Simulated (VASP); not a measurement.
# KBr: single point with PBEsol

The system is KBr.

```
CELL_PARAMETERS angstrom
4.09874 0.49281 0.49281
0.49281 4.09874 0.49281
0.49281 0.49281 4.09874
ATOMIC_POSITIONS crystal
K 0.00000 0.00000 0.00000
Br 0.50000 0.50000 0.50000
```

This cell differs from its parent crystal: ratio of the length along [111] to the lengths across it x 1.41, volume and fractional coordinates fixed.

* Program: VASP 6.6.1
* Task: single point
* Functional: PBEsol
* Potentials or basis: VASP PAW PBE potentials, release 64 (K_sv, Br)
* Cutoff: 520 eV
* k mesh: 6 × 6 × 6
* Occupations: gaussian, width 0.05 eV
* Spin: no spin polarisation
* Dipole correction: no
* Further INCAR settings: ALGO = Normal; EDIFF = 1e-06; NBANDS = 15

```yaml
Pressure: 0.1 GPa
Band_gap_on_the_k_mesh: 3.92 eV
```

Stress tensor (GPa, compression positive):
```
0.14 0.30 0.30
0.30 0.14 0.30
0.30 0.30 0.14
```

Levels at points of the mesh, in eV from the valence-band top:
| k point | band 6 | band 7 | band 8 | band 9 | band 10 | band 11 |
| --- | --- | --- | --- | --- | --- | --- |
| (0.00, 0.00, 0.00) | -0.39 | -0.39 | 0.00 | 3.92 | 6.21 | 6.21 |
| (0.50, 0.00, 0.00) | -1.85 | -0.63 | -0.20 | 6.29 | 7.43 | 7.94 |
| (0.50, 0.50, 0.00) | -1.38 | -1.05 | -0.20 | 5.27 | 6.60 | 8.50 |
| (0.50, 0.50, 0.50) | -1.60 | -1.22 | -1.22 | 6.29 | 8.48 | 8.59 |

Wall time 34 s on 1 thread of Intel Xeon 8259CL, with other jobs on the host, peak memory 0.19 GiB.

Caveat: the PAW data sets were made with another functional, which shifts forces and pressure a little.
